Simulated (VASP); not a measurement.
# As (Im-3m) in VASP: a series of runs

The runs below take As through single point, with revPBE.

Everything below comes from runs of VASP 6.6.1. Logs are shortened: lines on timing, memory, paths and dates and some standing lists are left out, and cuts for length are marked.

### Step 1. The cell of the first run

Symmetry: Im-3m, No. 229, cubic system. The conventional cell has a = 3.380 Å, b = 3.380 Å, c = 3.380 Å, α = 90.00°, β = 90.00°, γ = 90.00°. Within 3.9 Å of As (site symmetry m-3m) lie 14 As at 2.93 to 3.38 Å.

### Step 2. Single point, revPBE

Contents of INCAR:

```
SYSTEM = As
  PREC = Accurate
  ENCUT = 520
  EDIFF = 1E-6
  ISMEAR = -1
  SIGMA = 0.1
  LREAL = .False.
  LASPH = .True.
  NELM = 80
  ALGO = Normal
  ISIF = 2
  LWAVE = .False.
  LCHARG = .False.
  GGA = RE
  NBANDS = 8
```

Contents of KPOINTS:

```
regular mesh
0
Gamma
  15 15 15
  0 0 0
```

Contents of POSCAR:

```
As
1.0
   -1.6902259716      1.6902259716      1.6902259716
    1.6902259716     -1.6902259716      1.6902259716
    1.6902259716      1.6902259716     -1.6902259716
As
1
Direct
    0.0000000000      0.0000000000      0.0000000000
```

Potentials or basis: VASP PAW PBE potentials, release 64 (As).

Launch:

```sh
$ cat potpaw_PBE.64/As/POTCAR > POTCAR
$ mpirun -np 1 vasp_std > vasp.out
```

OUTCAR:

```text
SYSTEM = As
   PREC = Accurate
   ENCUT = 520
   EDIFF = 1E-6
   ISMEAR = -1
   LREAL = .False.
   LASPH = .True.
   NELM = 80
   ISIF = 2
   GGA = RE

 ion  position               nearest neighbor table
   1  0.000  0.000  0.000-

  LATTYP: Found a body centered cubic cell.
 ALAT       =     3.3804519432

  Lattice vectors:

 A1 = (  -1.6902259716,   1.6902259716,   1.6902259716)
 A2 = (   1.6902259716,  -1.6902259716,   1.6902259716)
 A3 = (   1.6902259716,   1.6902259716,  -1.6902259716)

Analysis of symmetry for initial positions (statically):
=====================================================================
 Subroutine PRICEL returns:
 Original cell was already a primitive cell.

 Routine SETGRP: Setting up the symmetry group for a
 body centered cubic supercell.

 Subroutine GETGRP returns: Found 48 space group operations
 (whereof 48 operations were pure point group operations)
 out of a pool of 48 trial point group operations.

The static configuration has the point symmetry O_h .

Analysis of symmetry for dynamics (positions and initial velocities):
=====================================================================
 Subroutine PRICEL returns:
 Original cell was already a primitive cell.

 Routine SETGRP: Setting up the symmetry group for a
 body centered cubic supercell.

 Subroutine GETGRP returns: Found 48 space group operations
 (whereof 48 operations were pure point group operations)
 out of a pool of 48 trial point group operations.

The dynamic configuration has the point symmetry O_h .

 Subroutine INISYM returns: Found 48 space group operations
 (whereof 48 operations are pure point group operations),
 and found     1 'primitive' translations

----------------------------------------------------------------------------------------

                                     Primitive cell

  volume of cell :      19.3150

  direct lattice vectors                    reciprocal lattice vectors
    -1.690225972  1.690225972  1.690225972     0.000000000  0.295818434  0.295818434
     1.690225972 -1.690225972  1.690225972     0.295818434  0.000000000  0.295818434
     1.690225972  1.690225972 -1.690225972     0.295818434  0.295818434  0.000000000

  length of vectors
     2.927557259  2.927557259  2.927557259     0.418350441  0.418350441  0.418350441

  position of ions in fractional coordinates (direct lattice)
     0.000000000  0.000000000  0.000000000

  ion indices of the primitive-cell ions
   primitive index   ion index
                 1           1

----------------------------------------------------------------------------------------

 KPOINTS: regular mesh

Automatic generation of k-mesh.
 Grid dimensions read from file:
 generate k-points for:   15   15   15

 Generating k-lattice:

  Cartesian coordinates                     Fractional coordinates (reciprocal lattice)
     0.000000000  0.019721229  0.019721229     0.066666667  0.000000000  0.000000000
     0.019721229  0.000000000  0.019721229     0.000000000  0.066666667  0.000000000
     0.019721229  0.019721229  0.000000000     0.000000000  0.000000000  0.066666667

  Length of vectors
     0.027890029  0.027890029  0.027890029

  Shift w.r.t. Gamma in fractional coordinates (k-lattice)
     0.000000000  0.000000000  0.000000000

 Subroutine IBZKPT returns following result:
 ===========================================

 Found    120 irreducible k-points:

 Following reciprocal coordinates:
            Coordinates               Weight
  0.000000  0.000000  0.000000      1.000000
  0.066667  0.000000  0.000000     12.000000
  0.133333  0.000000  0.000000     12.000000
  0.200000  0.000000  0.000000     12.000000
  0.266667  0.000000  0.000000     12.000000
  0.333333  0.000000  0.000000     12.000000
[... 16 lines left out ...]
  0.333333  0.200000  0.000000     48.000000
  0.400000  0.200000  0.000000     24.000000
 [... further k-points ...]
   k-points           NKPTS =    120   k-points in BZ     NKDIM =    120   number of bands    NBANDS=      8
   number of dos      NEDOS =    301   number of ions     NIONS =      1
   total plane-waves  NPLWV =  13824
   dimension x,y,z NGX =    24 NGY =   24 NGZ =   24
   dimension x,y,z NGXF=    48 NGYF=   48 NGZF=   48
   ions per type =               1
   NGX,Y,Z   is equivalent  to a cutoff of  13.63, 13.63, 13.63 a.u.
   NGXF,Y,Z  is equivalent  to a cutoff of  27.26, 27.26, 27.26 a.u.
 SYSTEM =  As
   PREC   = accura    normal or accurate (medium, high low for compatibility)
   ISTART =      0    job   : 0-new  1-cont  2-samecut
   ICHARG =      2    charge: 1-file 2-atom 10-const
   ISPIN  =      1    spin polarized calculation?
   LNONCOLLINEAR =      F non collinear calculations
   LSORBIT =      F    spin-orbit coupling
   LASPH  =      T    aspherical Exc in radial PAW
   ENCUT  =  520.0 eV  38.22 Ry    6.18 a.u.   5.44  5.44  5.44*2*pi/ulx,y,z
   NELM   =     80;   NELMIN=  2; NELMDL= -5     # of ELM steps
   EDIFF  = 0.1E-05   stopping-criterion for ELM
   LREAL  =      F    real-space projection
   EDIFFG = 0.1E-04   stopping-criterion for IOM
   NSW    =      0    number of steps for IOM
   IBRION =     -1    ionic relax: 0-MD 1-quasi-New 2-CG
   NFREE  =      0    steps in history (QN), initial steepest desc. (CG)
   ISIF   =      2    stress and relaxation
   ISYM   =      2    0-nonsym 1-usesym 2-fastsym
   POTIM  = 0.5000    time-step for ionic-motion
   TEBEG  =    0.0;   TEEND  =   0.0 temperature during run
   PSTRESS=    0.0 pullay stress
   NELECT =       5.0000    total number of electrons
   NUPDOWN=      -1.0000    fix difference up-down
   EMIN   =  10.00;   EMAX   =-10.00  energy-range for DOS
   EFERMI =   0.00;   METHOD = LEGACY
   ISMEAR =    -1;   SIGMA  =   0.10  broadening in eV -4-tet -1-fermi 0-gaus
   EFERMI_NEDOS =   21; number of points for ismear=-14 and -15
   IALGO  =     38    algorithm
   IMIX   =      4    mixing-type and parameters
     AMIX     =   0.40;   BMIX     =  1.00
     AMIX_MAG =   1.60;   BMIX_MAG =  1.00
  volume/ion in A,a.u.               =      19.31       130.34
  Fermi-wavevector in a.u.,A,eV,Ry     =   1.043358  1.971661 14.811250  1.088596
  Thomas-Fermi vector in A             =   2.178064
   LORBIT       =      0    0 simple, 1 ext, 2 COOP (PROOUT), +10 PAW based schemes
   GGA     = RE    functional components
   LHFCALC =     F    Hartree Fock is set to
   AEXX    =    0.0000 exact exchange contribution
   IVDW    =     0    specifies the selected vdW correction
   LEPSILON=     F    determine dielectric tensor
   LRPA    =     F    only Hartree local field effects (RPA)
 non-spin polarized calculation
  energy-cutoff  :      520.00
  volume of cell :       19.31
 maximum number of plane-waves:       539
 NGX is ok and might be reduce to    24
   NGX = 11   NGY = 11   NGZ = 11

 number of electron       4.9999999 magnetization

 Free energy of the ion-electron system (eV)
  ---------------------------------------------------
  ext. energy  EPLUGINS =         0.00000000
  ---------------------------------------------------
  free energy    TOTEN  =        -3.90254116 eV

  energy without entropy =       -3.88148170  energy(sigma->0) =       -3.89201143

 E-fermi :   6.3613     XC(G=0): -10.6879

 val. band max:        6.3073465312   @ k =  -0.4667   0.4667   0.2000
 cond. band min:       6.3636540961   @ k =  -0.2000   0.2667   0.1333
 fundamental gap:      0.0563075649
 Fermi energy:         6.3613129043

 k-point     1 :       0.0000    0.0000    0.0000
  band No.  band energies     occupation
      1      -8.5527      2.00000
      2      12.1790      0.00000
      3      12.1790      0.00000
      4      12.1790      0.00000
      5      19.3135      0.00000
      6      19.3135      0.00000
      7      19.3135      0.00000
      8      20.7499      0.00000

 k-point     2 :       0.0667    0.0000    0.0000
  band No.  band energies     occupation
      1      -8.4436      2.00000
      2      11.4229      0.00000
      3      11.8719      0.00000
      4      12.1137      0.00000
      5      18.7981      0.00000
      6      18.9569      0.00000
      7      19.8220      0.00000
      8      21.0929      0.00000

 k-point     3 :       0.1333    0.0000    0.0000
  band No.  band energies     occupation
      1      -8.1176      2.00000
      2       9.6545      0.00000
      3      11.1524      0.00000
      4      11.9267      0.00000
      5      17.7463      0.00000
      6      17.8259      0.00000
      7      21.0258      0.00000
      8      21.0832      0.00000

 k-point     4 :       0.2000    0.0000    0.0000
  band No.  band energies     occupation
      1      -7.5790      2.00000
      2       7.5155      0.00002
      3      10.3247      0.00000
      4      11.6486      0.00000
      5      16.5117      0.00000
      6      16.8741      0.00000
      7      21.0161      0.00000
      8      21.4593      0.00000

 k-point     5 :       0.2667    0.0000    0.0000
  band No.  band energies     occupation
      1      -6.8385      2.00000
      2       5.3277      1.99994
      3       9.5634      0.00000
      4      11.3314      0.00000
      5      15.5188      0.00000
      6      16.0715      0.00000
      7      21.3434      0.00000
      8      22.1445      0.00000

 k-point     6 :       0.3333    0.0000    0.0000
  band No.  band energies     occupation
      1      -5.9217      2.00000
      2       3.2558      2.00000
      3       8.9507      0.00000
      4      11.0345      0.00000
      5      14.7856      0.00000
      6      15.4561      0.00000
      7      22.0184      0.00000
      8      23.0374      0.00000

 k-point     7 :       0.4000    0.0000    0.0000
  band No.  band energies     occupation
      1      -4.9026      2.00000
      2       1.4402      2.00000
      3       8.5263      0.00000
      4      10.8085      0.00000
      5      14.3036      0.00000
      6      15.0413      0.00000
      7      22.9731      0.00000
      8      24.1081      0.00000

 k-point     8 :       0.4667    0.0000    0.0000
  band No.  band energies     occupation
      1      -4.0466      2.00000
      2       0.1792      2.00000
      3       8.3100      0.00000
      4      10.6872      0.00000
      5      14.0646      0.00000
      6      14.8330      0.00000
      7      24.0267      0.00000
      8      25.2467      0.00000

 k-point     9 :       0.0667    0.0667    0.0000
  band No.  band energies     occupation
      1      -8.2261      2.00000
      2      10.2433      0.00000
      3      11.4212      0.00000
      4      11.8109      0.00000
      5      18.1622      0.00000
      6      18.4149      0.00000
      7      20.2379      0.00000
      8      20.4425      0.00000

 k-point    10 :       0.1333    0.0667   -0.0000
  band No.  band energies     occupation
      1      -7.7936      2.00000
      2       8.4542      0.00000
      3      10.4835      0.00000
      4      11.4804      0.00000
      5      17.2321      0.00000
      6      17.6221      0.00000
      7      20.2671      0.00000
      8      21.3696      0.00000
[... 78 lines left out ...]
 k-point    18 :       0.2667    0.1333    0.0000
  band No.  band energies     occupation
      1      -5.6207      2.00000
      2       3.4031      2.00000
      3       7.2216      0.00037
      4      10.0964      0.00000
      5      15.6986      0.00000
      6      17.5294      0.00000
      7      20.7012      0.00000
      8      24.7146      0.00000

 k-point    19 :       0.3333    0.1333   -0.0000
  band No.  band energies     occupation
      1      -4.6226      2.00000
      2       1.7034      2.00000
      3       6.6906      0.07162
      4       9.8102      0.00000
      5      15.3105      0.00000
      6      17.5136      0.00000
      7      21.3061      0.00000
      8      25.1196      0.00000

 k-point    20 :       0.4000    0.1333    0.0000
  band No.  band energies     occupation
      1      -3.7974      2.00000
      2       0.5098      2.00000
      3       6.4317      0.66193
      4       9.6597      0.00000
      5      15.1099      0.00000
      6      17.4798      0.00000
      7      22.2693      0.00000
      8      23.8448      0.00000

 k-point    21 :       0.2000    0.2000    0.0000
  band No.  band energies     occupation
      1      -5.7156      2.00000
      2       4.0308      2.00000
      3       6.5338      0.30250
      4      10.0052      0.00000
      5      16.2258      0.00000
      6      17.7733      0.00000
      7      21.6666      0.00000
      8      22.7004      0.00000

 k-point    22 :       0.2667    0.2000    0.0000
  band No.  band energies     occupation
      1      -4.7738      2.00000
      2       2.6504      2.00000
      3       5.4780      1.99971
      4       9.6382      0.00000
      5      16.0884      0.00000
      6      18.2001      0.00000
      7      21.8024      0.00000
      8      23.8606      0.00000

 k-point    23 :       0.3333    0.2000    0.0000
  band No.  band energies     occupation
      1      -3.8486      2.00000
      2       1.3528      2.00000
      3       4.9235      2.00000
      4       9.4056      0.00000
      5      15.9244      0.00000
      6      18.7501      0.00000
      7      21.8580      0.00000
      8      23.4909      0.00000

 k-point    24 :       0.4000    0.2000    0.0000
  band No.  band energies     occupation
      1      -3.3867      2.00000
      2       0.7486      2.00000
      3       4.7527      2.00000
      4       9.3259      0.00000
      5      15.8584      0.00000
      6      19.0145      0.00000
      7      22.2033      0.00000
      8      22.6974      0.00000

 [... further k-points ...]

------------------------ aborting loop because EDIFF is reached ----------------------------------------

  FORCE on cell =-STRESS in cart. coord.  units (eV):
  Direction    XX          YY          ZZ          XY          YZ          ZX
  --------------------------------------------------------------------------------------
  -------------------------------------------------------------------------------------
  Total       -0.0033036     -0.0033036     -0.0033036      0.0000000     -0.0000000      0.0000000
  in kB       -0.2740348     -0.2740348     -0.2740348      0.0000000     -0.0000000      0.0000000
  external PRESSURE =      -0.2740348 kB  Pullay stress =       0.0000000 kB

 VOLUME and BASIS-vectors are now :
 -----------------------------------------------------------------------------
  energy-cutoff  :      520.00
  volume of cell :       19.31
      direct lattice vectors                 reciprocal lattice vectors
    -1.690225972  1.690225972  1.690225972     0.000000000  0.295818434  0.295818434
     1.690225972 -1.690225972  1.690225972     0.295818434  0.000000000  0.295818434
     1.690225972  1.690225972 -1.690225972     0.295818434  0.295818434  0.000000000

 POSITION                                       TOTAL-FORCE (eV/Angst)
 -----------------------------------------------------------------------------------
      0.00000      0.00000      0.00000        -0.000000      0.000000      0.000000
 -----------------------------------------------------------------------------------
    total drift:                                0.000000      0.000000     -0.000000

  FREE ENERGIE OF THE ION-ELECTRON SYSTEM (eV)
  ---------------------------------------------------
  free  energy   TOTEN  =        -3.9025411569 eV

  energy  without entropy=       -3.8814817041  energy(sigma->0) =       -3.89201143
```

It took 12 s on 1 thread of Intel Xeon 6975P-C, shared host; peak memory 0.15 GiB.

What came out:

```yaml
Free_energy: -3.9025 eV
Pressure: 0.0 GPa
```

Levels at points of the mesh, in eV from the Fermi level:
```tsv
k point	band 1	band 2	band 3	band 4	band 5	band 6
(0.00, 0.00, 0.00)	-14.91	5.82	5.82	5.82	12.95	12.95
```

Caveat: the PAW data sets were made with another functional, which shifts forces and pressure a little.

[end of part 1 of 2]
